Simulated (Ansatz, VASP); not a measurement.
## InSb in VASP and in Ansatz

```
In Sb
1.0
     0.00000    3.25982    3.25982
     3.25982    0.00000    3.25982
     3.25982    3.25982    0.00000
In Sb
1 1
Cartesian
  0.0000 0.0000 0.0000
  4.8897 4.8897 4.8897
```

Alike in both runs: task relaxation of cell and atoms; functional PBEsol; k mesh 12 × 12 × 12; occupations fermi-dirac, width 0.15 eV; no spin polarisation.

```csv
,VASP,Ansatz
version,VASP 6.6.1,Ansatz 0.2.0
potentials or method,"VASP PAW PBE potentials, release 64 (In_d, Sb), cutoff 600 eV","scalar-relativistic, plane waves, PAW"
valence electrons in the cell,18,28
```

```csv
,VASP,Ansatz,Ansatz less VASP
"gap on the k mesh at the Fermi level, each at its own relaxed structure (eV)",none,none,-
relaxed volume (Å³/atom),34.69,34.66,-0.026
relaxed cell length with the largest relative difference (Å),4.612,4.611,-0.0012
```

VASP's potentials were made for PBE, not for PBEsol, and Ansatz warns of the same on its side. A gap of «none» marks a metal or a gap that the smearing closes. VASP's potentials hold 18 valence electrons a cell and Ansatz's 28, so a difference there can come from the potentials and not from the codes.

Neither program's run includes spin-orbit coupling.
